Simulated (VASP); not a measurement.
## C: single point with PBEsol

Crystal: C.

```
CELL_PARAMETERS angstrom
1.22958 -2.12919 0.00000
1.22958 2.12919 0.00000
0.00000 0.00000 7.32323
ATOMIC_POSITIONS crystal
C 0.08332 0.91668 0.75000
C 0.58332 0.41668 0.25000
C 0.91668 0.08332 0.25000
C 0.41668 0.58332 0.75000
```

```
Program             : VASP 6.6.1
Task                : single point
Functional          : PBEsol
Potentials or basis : VASP PAW PBE potentials, release 64 (C)
Cutoff              : 520 eV
k mesh              : 18 × 18 × 6
Occupations         : gaussian, width 0.1 eV
Spin                : no spin polarisation
```

| Quantity | Value |
| --- | --- |
| Pressure | 0.6 GPa |
| Band gap on the k mesh | zero (filled and empty bands touch) |

Stress tensor (GPa, compression positive):
```
 0.96  0.00  0.00
 0.00  0.96  0.00
 0.00  0.00 -0.02
```

Levels at points of the mesh, in eV from the Fermi level:
```tsv
k point	band 6	band 7	band 8	band 9	band 10	band 11
(0.00, 0.00, 0.00)	-2.99	-2.98	-2.98	3.47	8.33	8.35
(0.50, 0.00, 0.00)	-6.41	-2.41	-2.41	1.74	1.74	7.44
(0.50, 0.50, 0.00)	-6.40	-2.79	-1.93	1.15	2.20	7.33
(0.00, 0.00, 0.50)	-2.99	-2.98	-2.98	5.50	5.50	8.36
(0.50, 0.00, 0.50)	-6.41	-2.38	-2.38	1.63	1.63	7.44
(0.50, 0.50, 0.50)	-6.41	-2.38	-2.38	1.64	1.64	7.44
```

Run time: 2.8 min on 1 thread of Intel(R) Xeon(R) Platinum 8259CL CPU @ 2.50GHz (Skylake/Cascade Lake), on a shared host, peak memory 0.26 GiB.

Caveat: the PAW data sets were made with another functional, which shifts forces and pressure a little; this functional lacks dispersion, which binds the layers, so the pressure and a relaxed spacing across them are unreliable.
